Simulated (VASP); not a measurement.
TiAl3, 4 atoms in the cell. The structure is orthorhombic, space group Pmm2 (No. 25). The conventional cell has a = 2.858 Å, b = 4.712 Å, c = 4.933 Å, α = 90.00°, β = 90.00°, γ = 90.00°. Ti (site symmetry mm2) has 10 Al at 2.84 to 2.87 Å and 2 Ti at 2.86 Å within 3.7 Å. Within 3.7 Å of Al (site symmetry mm2) lie 10 Al at 2.83 to 2.88 Å and 2 Ti at 2.86 Å. Within 3.7 Å of Al (site symmetry mm2) lie 8 Al at 2.83 to 2.88 Å and 4 Ti at 2.87 Å. Al (site symmetry mm2) has 4 Ti at 2.84 to 2.86 Å and 8 Al at 2.86 to 2.88 Å within 3.7 Å. 

```yaml
Program: VASP 6.6.1
Task: single point
Functional: LDA
Potentials_or_basis: VASP PAW LDA potentials, release 64 (Ti_sv, Al)
Cutoff: 520 eV
k_mesh: 9 × 6 × 6
Occupations: fermi-dirac, width 0.05 eV
Spin: no spin polarisation
Dipole_correction: no
Further_INCAR_settings: ALGO = Normal; EDIFF = 1e-07; NBANDS = 18
```

Potentials or basis: VASP PAW LDA potentials, release 64 (Ti_sv, Al).

Launch:

```console
$ cat potpaw_LDA.64/Ti_sv/POTCAR potpaw_LDA.64/Al/POTCAR > POTCAR
$ mpirun -np 1 vasp_std > vasp.out
```

Hardware: 1 thread of Intel Xeon 8259CL (shared host).

Estimate the wall time of this run.

It took 2 min on 1 thread of Intel Xeon 8259CL, with other jobs on the host, peak memory 0.21 GiB. Counts: scf iterations 15, k points 80.
